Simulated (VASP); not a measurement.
Set up this calculation in VASP 6.6.1, as the native input.

```yaml
Task: single point
Functional: PBEsol
Potentials_or_basis: VASP PAW PBE potentials, release 64 (Zr_sv)
Cutoff: 520 eV
k_mesh: 6 × 6 × 4
Occupations: gaussian, width 0.1 eV
Spin: no spin polarisation
Dipole_correction: no
Further_INCAR_settings: ALGO = Normal; EDIFF = 1e-06; NBANDS = 19
```

The structure of Zr lies in POSCAR:

```
Zr
1.0
    3.1773156405      0.0000000000      0.0000000000
   -1.5886578202      2.7516360605      0.0000000000
    0.0000000000      0.0000000000      5.1270350594
Zr
2
Direct
    0.3333333333      0.6666666667      0.2500000000
    0.6666666667      0.3333333333      0.7500000000
```

These files were run (other wordings do the same):

INCAR

```
SYSTEM = Zr
ALGO     = Normal         ! electronic algorithm
EDIFF    = 1E-6           ! SCF threshold, eV
ENCUT    = 520            ! plane-wave cutoff, eV
GGA      = PS             ! functional
ISIF     = 2              ! what is computed and relaxed
ISMEAR   = 0              ! smearing method
LASPH    = .True.         ! aspherical terms in the spheres
LCHARG   = .True.         ! write CHGCAR
LELF     = .True.         ! ELF
LREAL    = .False.        ! projectors in reciprocal space
LVHAR    = .True.       
LWAVE    = .False.        ! write WAVECAR
NBANDS   = 19             ! bands
NELM     = 80             ! most SCF steps
PREC     = Accurate       ! precision mode
SIGMA    = 0.1            ! smearing width, eV
```

KPOINTS

```
k-points
0
Gamma
  6 6 4
  0 0 0
```

Potentials or basis: VASP PAW PBE potentials, release 64 (Zr_sv).

Command:

```sh
$ cat potpaw_PBE.64/Zr_sv/POTCAR > POTCAR
$ mpirun -np 1 vasp_std > vasp.out
```

It gave:

```yaml
Pressure: 0.1 GPa
Band_gap_on_the_k_mesh: zero (band 12 reaches 10.18 eV, above the bottom of band 13 at 9.31 eV)
```

Caveat: the k points lie up to 0.38 Å⁻¹ apart; the PAW data sets were made with another functional, which shifts forces and pressure a little.

It took 19 s on 1 thread of Intel(R) Xeon(R) Platinum 8259CL CPU @ 2.50GHz (Skylake/Cascade Lake) (shared host), peak memory 0.16 GiB.
